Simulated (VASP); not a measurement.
# CaO (P6_3/mmc) in VASP: further runs

Runs on CaO. Level: PBE. Tasks: single point.

All numbers are computed with VASP 6.6.1; they aren't measurements. Logs are shortened: lines on timing, memory, paths and dates and some standing lists are left out, and cuts for length are marked.

## (1) The cell of the first run

It takes space group P6_3/mmc (No. 194, hexagonal). Conventional cell: a = 4.031 Å, b = 4.031 Å, c = 4.744 Å, α = 90.00°, β = 90.00°, γ = 120.00°. Within 3.1 Å of Ca (site symmetry -6m2) lie 5 O at 2.33 to 2.37 Å. Within 3.1 Å of O (site symmetry -6m2) lie 5 Ca at 2.33 to 2.37 Å.

## (2) Single point, PBE

File INCAR:

```
ALGO = Normal
EDIFF = 1E-7
ENCUT = 520
GGA = PE
ISIF = 2
ISMEAR = 0
LASPH = True
LCHARG = False
LREAL = False
LWAVE = False
NBANDS = 24
NELM = 60
PREC = Accurate
SIGMA = 0.05
```

File KPOINTS:

```
k-points
0
Gamma
  9 9 6
```

File POSCAR:

```
CaO
1.0
    4.0313050887      0.0000000000      0.0000000000
   -2.0156525444      3.4912126173      0.0000000000
    0.0000000000      0.0000000000      4.7438152858
Ca O
2 2
Direct
    0.3333333333      0.6666666667      0.7500000000
    0.6666666667      0.3333333333      0.2500000000
    0.3333333333      0.6666666667      0.2500000000
    0.6666666667      0.3333333333      0.7500000000
```

Potentials or basis: VASP PAW PBE potentials, release 64 (Ca_sv, O).

On the command line:

```
> cat potpaw_PBE.64/Ca_sv/POTCAR potpaw_PBE.64/O/POTCAR > POTCAR
> mpirun -np 1 vasp_std > vasp.out
```

OUTCAR:

```text
EDIFF = 1E-7
   ENCUT = 520
   GGA = PE
   ISIF = 2
   ISMEAR = 0
   LASPH = True
   LREAL = False
   NELM = 60
   PREC = Accurate

 ion  position               nearest neighbor table
   1  0.333  0.667  0.750-   4 2.33   4 2.33   4 2.33   3 2.37   3 2.37
   2  0.667  0.333  0.250-   3 2.33   3 2.33   3 2.33   4 2.37   4 2.37
   3  0.333  0.667  0.250-   2 2.33   2 2.33   2 2.33   1 2.37   1 2.37
   4  0.667  0.333  0.750-   1 2.33   1 2.33   1 2.33   2 2.37   2 2.37

  LATTYP: Found a hexagonal cell.
 ALAT       =     4.0313050887
 C/A-ratio  =     1.1767443003

  Lattice vectors:

 A1 = (   4.0313050887,   0.0000000000,   0.0000000000)
 A2 = (  -2.0156525444,   3.4912126173,   0.0000000000)
 A3 = (   0.0000000000,   0.0000000000,   4.7438152858)

Analysis of symmetry for initial positions (statically):
=====================================================================
 Subroutine PRICEL returns:
 Original cell was already a primitive cell.

 Routine SETGRP: Setting up the symmetry group for a
 hexagonal supercell.

 Subroutine GETGRP returns: Found 24 space group operations
 (whereof 12 operations were pure point group operations)
 out of a pool of 24 trial point group operations.

The static configuration has the point symmetry D_3d.
 The point group associated with its full space group is D_6h.

Analysis of symmetry for dynamics (positions and initial velocities):
=====================================================================
 Subroutine PRICEL returns:
 Original cell was already a primitive cell.

 Routine SETGRP: Setting up the symmetry group for a
 hexagonal supercell.

 Subroutine GETGRP returns: Found 24 space group operations
 (whereof 12 operations were pure point group operations)
 out of a pool of 24 trial point group operations.

The dynamic configuration has the point symmetry D_3d.
 The point group associated with its full space group is D_6h.

 Subroutine INISYM returns: Found 24 space group operations
 (whereof 12 operations are pure point group operations),
 and found     1 'primitive' translations

----------------------------------------------------------------------------------------

                                     Primitive cell

  volume of cell :      66.7651

  direct lattice vectors                    reciprocal lattice vectors
     4.031305089  0.000000000  0.000000000     0.248058626  0.143216714  0.000000000
    -2.015652544  3.491212617  0.000000000     0.000000000  0.286433429  0.000000000
     0.000000000  0.000000000  4.743815286     0.000000000  0.000000000  0.210800788

  length of vectors
     4.031305089  4.031305089  4.743815286     0.286433429  0.286433429  0.210800788

  position of ions in fractional coordinates (direct lattice)
     0.333333333  0.666666667  0.750000000
     0.666666667  0.333333333  0.250000000
     0.333333333  0.666666667  0.250000000
     0.666666667  0.333333333  0.750000000

  ion indices of the primitive-cell ions
   primitive index   ion index
                 1           1
                 2           2
                 3           3
                 4           4

----------------------------------------------------------------------------------------

 KPOINTS: k-points

Automatic generation of k-mesh.
 Grid dimensions read from file:
 generate k-points for:    9    9    6

 Generating k-lattice:

  Cartesian coordinates                     Fractional coordinates (reciprocal lattice)
     0.027562070  0.015912968  0.000000000     0.111111111 -0.000000000  0.000000000
     0.000000000  0.031825937  0.000000000     0.000000000  0.111111111  0.000000000
     0.000000000  0.000000000  0.035133465     0.000000000  0.000000000  0.166666667

  Length of vectors
     0.031825937  0.031825937  0.035133465

  Shift w.r.t. Gamma in fractional coordinates (k-lattice)
     0.000000000  0.000000000  0.000000000

 Subroutine IBZKPT returns following result:
 ===========================================

 Found     48 irreducible k-points:

 Following reciprocal coordinates:
            Coordinates               Weight
  0.000000  0.000000  0.000000      1.000000
  0.111111  0.000000  0.000000      6.000000
  0.222222  0.000000  0.000000      6.000000
  0.333333  0.000000  0.000000      6.000000
  0.444444  0.000000  0.000000      6.000000
  0.111111  0.111111  0.000000      6.000000
[... 16 lines left out ...]
  0.333333  0.222222  0.166667     24.000000
  0.333333  0.333333  0.166667      4.000000
 [... further k-points ...]
   k-points           NKPTS =     48   k-points in BZ     NKDIM =     48   number of bands    NBANDS=     24
   number of dos      NEDOS =    301   number of ions     NIONS =      4
   total plane-waves  NPLWV =  32400
   dimension x,y,z NGX =    30 NGY =   30 NGZ =   36
   dimension x,y,z NGXF=    60 NGYF=   60 NGZF=   72
   ions per type =               2   2
   NGX,Y,Z   is equivalent  to a cutoff of  12.37, 12.37, 12.62 a.u.
   NGXF,Y,Z  is equivalent  to a cutoff of  24.74, 24.74, 25.23 a.u.
 SYSTEM =  unknown system
   PREC   = accura    normal or accurate (medium, high low for compatibility)
   ISTART =      0    job   : 0-new  1-cont  2-samecut
   ICHARG =      2    charge: 1-file 2-atom 10-const
   ISPIN  =      1    spin polarized calculation?
   LNONCOLLINEAR =      F non collinear calculations
   LSORBIT =      F    spin-orbit coupling
   LASPH  =      T    aspherical Exc in radial PAW
   ENCUT  =  520.0 eV  38.22 Ry    6.18 a.u.   7.50  7.50  8.82*2*pi/ulx,y,z
   NELM   =     60;   NELMIN=  2; NELMDL= -5     # of ELM steps
   EDIFF  = 0.1E-06   stopping-criterion for ELM
   LREAL  =      F    real-space projection
   EDIFFG = 0.1E-05   stopping-criterion for IOM
   NSW    =      0    number of steps for IOM
   IBRION =     -1    ionic relax: 0-MD 1-quasi-New 2-CG
   NFREE  =      0    steps in history (QN), initial steepest desc. (CG)
   ISIF   =      2    stress and relaxation
   ISYM   =      2    0-nonsym 1-usesym 2-fastsym
   POTIM  = 0.5000    time-step for ionic-motion
   TEBEG  =    0.0;   TEEND  =   0.0 temperature during run
   PSTRESS=    0.0 pullay stress
   NELECT =      32.0000    total number of electrons
   NUPDOWN=      -1.0000    fix difference up-down
   EMIN   =  10.00;   EMAX   =-10.00  energy-range for DOS
   EFERMI =   0.00;   METHOD = LEGACY
   ISMEAR =     0;   SIGMA  =   0.05  broadening in eV -4-tet -1-fermi 0-gaus
   EFERMI_NEDOS =   21; number of points for ismear=-14 and -15
   IALGO  =     38    algorithm
   IMIX   =      4    mixing-type and parameters
     AMIX     =   0.40;   BMIX     =  1.00
     AMIX_MAG =   1.60;   BMIX_MAG =  1.00
  volume/ion in A,a.u.               =      16.69       112.64
  Fermi-wavevector in a.u.,A,eV,Ry     =   1.281174  2.421069 22.332709  1.641408
  Thomas-Fermi vector in A             =   2.413560
   LORBIT       =      0    0 simple, 1 ext, 2 COOP (PROOUT), +10 PAW based schemes
   GGA     = PE    functional components
   LHFCALC =     F    Hartree Fock is set to
   AEXX    =    0.0000 exact exchange contribution
   IVDW    =     0    specifies the selected vdW correction
   LEPSILON=     F    determine dielectric tensor
   LRPA    =     F    only Hartree local field effects (RPA)
 non-spin polarized calculation
 Gauss-broadening in eV      SIGMA  =   0.05
  energy-cutoff  :      520.00
  volume of cell :       66.77
 maximum number of plane-waves:      1835
 NGX is ok and might be reduce to    30

 number of electron      32.0000006 magnetization

 Free energy of the ion-electron system (eV)
  ---------------------------------------------------
  ext. energy  EPLUGINS =         0.00000000
  ---------------------------------------------------
  free energy    TOTEN  =       -25.34306143 eV

  energy without entropy =      -25.34306143  energy(sigma->0) =      -25.34306143

 E-fermi :   1.6537     XC(G=0):  -9.3403

 val. band max:        1.3223648530   @ k =   0.0000   0.0000   0.0000
 cond. band min:       4.3893519966   @ k =   0.0000   0.0000   0.0000
 fundamental gap:      3.0669871436
 Fermi energy:         1.6536741342

 k-point     1 :       0.0000    0.0000    0.0000
  band No.  band energies     occupation
      1     -36.4051      2.00000
      2     -36.2756      2.00000
      3     -17.7244      2.00000
      4     -17.5096      2.00000
      5     -17.5096      2.00000
      6     -17.3096      2.00000
[... 16 lines left out ...]
     23       9.6704      0.00000
     24       9.6705      0.00000

 k-point     2 :       0.1111    0.0000    0.0000
  band No.  band energies     occupation
      1     -36.4003      2.00000
      2     -36.2777      2.00000
      3     -17.7085      2.00000
      4     -17.5552      2.00000
      5     -17.5197      2.00000
      6     -17.3667      2.00000
[... 16 lines left out ...]
     23       9.3680      0.00000
     24       9.5887      0.00000

 k-point     3 :       0.2222    0.0000    0.0000
  band No.  band energies     occupation
      1     -36.3873      2.00000
      2     -36.2842      2.00000
      3     -17.6658      2.00000
      4     -17.6636      2.00000
      5     -17.5440      2.00000
      6     -17.5002      2.00000
[... 16 lines left out ...]
     23       9.3688      0.00000
     24       9.5650      0.00000

 k-point     4 :       0.3333    0.0000    0.0000
  band No.  band energies     occupation
      1     -36.3694      2.00000
      2     -36.2947      2.00000
      3     -17.7847      2.00000
      4     -17.6361      2.00000
      5     -17.5997      2.00000
      6     -17.5697      2.00000
[... 16 lines left out ...]
     23       9.4713      0.00000
     24       9.6485      0.00000

 k-point     5 :       0.4444    0.0000    0.0000
  band No.  band energies     occupation
      1     -36.3536      2.00000
      2     -36.3056      2.00000
      3     -17.8590      2.00000
      4     -17.7172      2.00000
      5     -17.5858      2.00000
      6     -17.5400      2.00000
[... 451 lines left out ...]
 k-point    22 :       0.2222    0.2222    0.1667
  band No.  band energies     occupation
      1     -36.3553      2.00000
      2     -36.3049      2.00000
      3     -17.9191      2.00000
      4     -17.8182      2.00000
      5     -17.5888      2.00000
      6     -17.4445      2.00000
[... 16 lines left out ...]
     23       9.4729      0.00000
     24      10.0848      0.00000

 k-point    23 :       0.3333    0.2222    0.1667
  band No.  band energies     occupation
      1     -36.3410      2.00000
      2     -36.3154      2.00000
      3     -17.9457      2.00000
      4     -17.8832      2.00000
      5     -17.6198      2.00000
      6     -17.3964      2.00000
[... 16 lines left out ...]
     23       9.6340      0.00000
     24      10.0945      0.00000

 k-point    24 :       0.3333    0.3333    0.1667
  band No.  band energies     occupation
      1     -36.3275      2.00000
      2     -36.3275      2.00000
      3     -17.9249      2.00000
      4     -17.9249      2.00000
      5     -17.6409      2.00000
      6     -17.3492      2.00000
[... 16 lines left out ...]
     23       9.6333      0.00000
     24      10.1898      0.00000

 [... further k-points ...]
[... 5 lines left out ...]
  --------------------------------------------------------------------------------------
  -------------------------------------------------------------------------------------
  Total       -0.0864348     -0.0864348      1.0394278      0.0000000     -0.0000000      0.0000000
  in kB       -2.0741952     -2.0741952     24.9433734      0.0000000     -0.0000000      0.0000000
  external PRESSURE =       6.9316610 kB  Pullay stress =       0.0000000 kB

 VOLUME and BASIS-vectors are now :
 -----------------------------------------------------------------------------
  energy-cutoff  :      520.00
  volume of cell :       66.77
      direct lattice vectors                 reciprocal lattice vectors
     4.031305089  0.000000000  0.000000000     0.248058626  0.143216714  0.000000000
    -2.015652544  3.491212617  0.000000000     0.000000000  0.286433429  0.000000000
     0.000000000  0.000000000  4.743815286     0.000000000  0.000000000  0.210800788

 POSITION                                       TOTAL-FORCE (eV/Angst)
 -----------------------------------------------------------------------------------
     -0.00000      2.32748      3.55786         0.000000     -0.000000      0.000000
      2.01565      1.16374      1.18595        -0.000000      0.000000      0.000000
     -0.00000      2.32748      1.18595         0.000000     -0.000000      0.000000
      2.01565      1.16374      3.55786        -0.000000      0.000000      0.000000
 -----------------------------------------------------------------------------------
    total drift:                                0.000000     -0.000000      0.000000

  FREE ENERGIE OF THE ION-ELECTRON SYSTEM (eV)
  ---------------------------------------------------
  free  energy   TOTEN  =       -25.3430614308 eV

  energy  without entropy=      -25.3430614308  energy(sigma->0) =      -25.34306143
```

Wall time 43 s (1 thread of AMD EPYC 9R45 (Zen 5), shared host); peak memory 0.19 GiB.

What came out:

```yaml
Free_energy: -25.3431 eV
Pressure: 0.7 GPa
Band_gap_on_the_k_mesh: 3.07 eV, direct
```

Stress tensor (GPa, compression positive):
```
-0.21  0.00  0.00
 0.00 -0.21  0.00
 0.00  0.00  2.49
```

Caveat: the cell differs from its parent crystal (strain +e along x and -e along y +0.0000, strain +e along z and -e/2 along x and y -0.0133). A k mesh can miss the band edges.

## (3) Single point, PBE

This run uses another cell than the first one, of the same volume but with other edges.

File INCAR:

```
  PREC = Accurate
  ENCUT = 520
  EDIFF = 1E-6
  ISMEAR = 0
  SIGMA = 0.05
  LREAL = F
  LASPH = T
  NELM = 100
  ALGO = Normal
  ISIF = 2
  LWAVE = F
  LCHARG = F
  GGA = PE
  NBANDS = 24
```

File KPOINTS:

```
Automatic mesh
0
Gamma
  9 9 6
```

File POSCAR:

```
CaO
1.0
    4.0847674867      0.0000000000      0.0000000000
   -2.0423837434      3.5375124121      0.0000000000
    0.0000000000      0.0000000000      4.6154481346
Ca O
2 2
Direct
    0.3333333333      0.6666666667      0.7500000000
    0.6666666667      0.3333333333      0.2500000000
    0.3333333333      0.6666666667      0.2500000000
    0.6666666667      0.3333333333      0.7500000000
```

Potentials or basis: VASP PAW PBE potentials, release 64 (Ca_sv, O).

On the command line:

```
> cat potpaw_PBE.64/Ca_sv/POTCAR potpaw_PBE.64/O/POTCAR > POTCAR
> mpirun -np 1 vasp_std > vasp.out
```

Wall time 38 s (1 thread of AMD EPYC 9R45 (Zen 5), shared host); peak memory 0.18 GiB.

Results (log left out):

```yaml
Free_energy: -25.2779 eV
Pressure: 1.7 GPa
Band_gap_on_the_k_mesh: 2.91 eV, direct
```

Stress tensor (GPa, compression positive):
```
-1.27  0.00  0.00
 0.00 -1.27  0.00
 0.00  0.00  7.69
```

Levels at points of the mesh, in eV from the valence-band top:
| k point | band 14 | band 15 | band 16 | band 17 | band 18 | band 19 |
| --- | --- | --- | --- | --- | --- | --- |
| (0.00, 0.00, 0.00) | -1.19 | -0.97 | 0.00 | 2.91 | 5.92 | 5.92 |
| (0.00, 0.00, 0.50) | -1.40 | -1.40 | -1.40 | 4.70 | 4.70 | 7.73 |

Caveat: the cell differs from its parent crystal (strain +e along x and -e along y +0.0000, strain +e along z and -e/2 along x and y -0.0400). A k mesh can miss the band edges.

## (4) Single point, PBE

This run uses another cell than the first one, of the same volume but with other edges.

File INCAR:

```
SYSTEM = CaO
  ALGO = Normal
  EDIFF = 1E-7
  ENCUT = 520
  GGA = PE
  ISIF = 2
  ISMEAR = 0
  LASPH = .True.
  LCHARG = .False.
  LREAL = .False.
  LWAVE = .False.
  NBANDS = 24
  NELM = 60
  PREC = Accurate
  SIGMA = 0.05
```

File KPOINTS:

```
k-points
0
Gamma
  9 9 6
  0 0 0
```

File POSCAR:

```
CaO
1.0
    3.9245805265      0.0000000000      0.0000000000
   -1.9622902632      3.3987864351      0.0000000000
    0.0000000000      0.0000000000      5.0000688124
Ca O
2 2
Direct
    0.3333333333      0.6666666667      0.7500000000
    0.6666666667      0.3333333333      0.2500000000
    0.3333333333      0.6666666667      0.2500000000
    0.6666666667      0.3333333333      0.7500000000
```

On the command line:

```
> cat potpaw_PBE.64/Ca_sv/POTCAR potpaw_PBE.64/O/POTCAR > POTCAR
> mpirun -np 1 vasp_std > vasp.out
```

Run time: 47 s. Hardware: 1 thread of AMD EPYC 9R45 (Zen 5), shared host; peak memory 0.19 GiB.

Results (log left out):

```
Free energy            : -25.2926 eV
Pressure               : 0.9 GPa
Band gap on the k mesh : 3.25 eV, direct
```

Stress tensor (GPa, compression positive):
```
 3.14  0.00  0.00
 0.00  3.14  0.00
 0.00  0.00 -3.66
```

Levels at points of the mesh, in eV from the valence-band top:
```tsv
k point	band 12	band 13	band 14	band 15	band 16	band 17	band 18	band 19	band 20	band 21
(0.00, 0.00, 0.00)	-1.13	-1.13	-1.11	-1.11	0.00	3.25	6.33	6.33	7.30	7.61
(0.00, 0.00, 0.50)	-1.43	-1.20	-1.20	-1.20	-1.20	5.12	5.12	7.73	7.73	7.73
```

Caveat: the cell differs from its parent crystal (strain +e along x and -e along y +0.0000, strain +e along z and -e/2 along x and y +0.0400). A k mesh can miss the band edges.

## (5) The runs side by side

```csv
cell,gap on the mesh (eV),pressure (GPa)
"a = 4.031, b = 4.031, c = 4.744 Å, angles 90.0, 90.0, 120.0°, 4 atoms",3.07,0.7
"a = 4.085, b = 4.085, c = 4.615 Å, angles 90.0, 90.0, 120.0°, 4 atoms",2.91,1.7
"a = 3.925, b = 3.925, c = 5.000 Å, angles 90.0, 90.0, 120.0°, 4 atoms",3.25,0.9
```

Alike in all rows: task single point; level PBE; potentials or basis VASP PAW PBE potentials, release 64 (Ca_sv, O); no spin polarisation; k mesh 9 × 9 × 6; cutoff (eV) 520; smearing gaussian 0.05 eV.

Absolute energies hang on the potentials; compare differences alone.
